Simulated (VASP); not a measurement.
A run of VASP 6.6.1 is set up as follows.

INCAR

```
PREC = Accurate
ENCUT = 600
EDIFF = 1E-6
ISMEAR = 0
SIGMA = 0.01
LREAL = Auto
LASPH = T
NELM = 120
ALGO = Normal
ISIF = 2
LWAVE = F
LCHARG = T
GGA = PE
LELF = T
LVHAR = T
NBANDS = 86
GGA_COMPAT = F
```

Contents of KPOINTS:

```
Automatic mesh
0
Gamma
  1 1 1
  0.25 0.25 0.25
```

POSCAR

```
C
1.0
   -3.5715719900      3.5715719900      3.5715719900
    3.5715719900     -3.5715719900      3.5715719900
    3.5715719900      3.5715719900     -3.5715719900
C
32
Direct
    0.0000000000      0.0000000000      0.0000000000
    0.0000000000      0.2500000000      0.7500000000
    0.0000000000      0.5000000000      0.5000000000
    0.0000000000      0.7500000000      0.2500000000
    0.2500000000      0.0000000000      0.7500000000
    0.2500000000      0.2500000000      0.5000000000
    0.2500000000      0.5000000000      0.2500000000
    0.2500000000      0.7500000000      0.0000000000
    0.5000000000      0.0000000000      0.5000000000
    0.5000000000      0.2500000000      0.2500000000
    0.5000000000      0.5000000000      0.0000000000
    0.5000000000      0.7500000000      0.7500000000
    0.7500000000      0.0000000000      0.2500000000
    0.7500000000      0.2500000000      0.0000000000
    0.7500000000      0.5000000000      0.7500000000
    0.7500000000      0.7500000000      0.5000000000
    0.0000000000      0.0000000000      0.7500000000
    0.0000000000      0.2500000000      0.5000000000
    0.0000000000      0.5000000000      0.2500000000
    0.0000000000      0.7500000000      0.0000000000
    0.2500000000      0.0000000000      0.5000000000
    0.2500000000      0.2500000000      0.2500000000
    0.2500000000      0.5000000000      0.0000000000
    0.2500000000      0.7500000000      0.7500000000
    0.5000000000      0.0000000000      0.2500000000
    0.5000000000      0.2500000000      0.0000000000
    0.5000000000      0.5000000000      0.7500000000
    0.5000000000      0.7500000000      0.5000000000
    0.7500000000      0.0000000000      0.0000000000
    0.7500000000      0.2500000000      0.7500000000
    0.7500000000      0.5000000000      0.5000000000
    0.7500000000      0.7500000000      0.2500000000
```

Potentials or basis: VASP PAW PBE potentials, release 64 (C).

Command:

```sh
$ cat potpaw_PBE.64/C/POTCAR > POTCAR
$ mpirun -np 1 vasp_std > vasp.out
```

(1) Estimate the pressure.

(2) Estimate the band gap on the k mesh.

## Answers

(1) -0.2 GPa.

(2) 7.80 eV.

Caveat: the k points lie up to 1.24 Å⁻¹ apart.
